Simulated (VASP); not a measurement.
Input of a VASP 6.6.1 run:

The input INCAR:

```
SYSTEM = HRh8
PREC = Accurate
ENCUT = 520
EDIFF = 1E-7
ISMEAR = 0
SIGMA = 0.1
LREAL = .FALSE.
LASPH = .TRUE.
NELM = 60
ALGO = Normal
ISIF = 2
LWAVE = .FALSE.
LCHARG = .FALSE.
LDIPOL = .TRUE.
IDIPOL = 3
DIPOL = 0.5 0.5 0.310
GGA = PE
IVDW = 12
NBANDS = 70
```

Contents of KPOINTS:

```
Automatic mesh
0
G
  5 7 1
  0 0 0
```

File POSCAR:

```
HRh8
1.0
    5.3650160441      0.0000000000      0.0000000000
    0.0000000000      3.7936392259      0.0000000000
    0.0000000000      0.0000000000     21.2400770646
Rh H
8 1
Direct
    0.2500000000      0.5000000000      0.1883232338
    0.7500000000      0.5000000000      0.1883232338
    0.0000000000      0.0000000000      0.2514705570
    0.5000000000      0.0000000000      0.2514705570
    0.2500000000      0.5000000000      0.3153506346
    0.7500000000      0.5000000000      0.3153506346
    0.0000000000      0.0000000000      0.3738252475
    0.5000000000      0.0000000000      0.3738252475
    0.0000000000      0.1250000000      0.5291919154
```

Potentials or basis: VASP PAW PBE potentials, release 64 (Rh_pv, H).

Launch:

```sh
$ cat potpaw_PBE.64/Rh_pv/POTCAR potpaw_PBE.64/H/POTCAR > POTCAR
$ mpirun -np 1 vasp_std > vasp.out
```

(1) Estimate the dispersion energy per atom.

(2) What does it give for the largest force?

Results:

(1) -0.344 eV.

(2) 0.798 eV/Å.
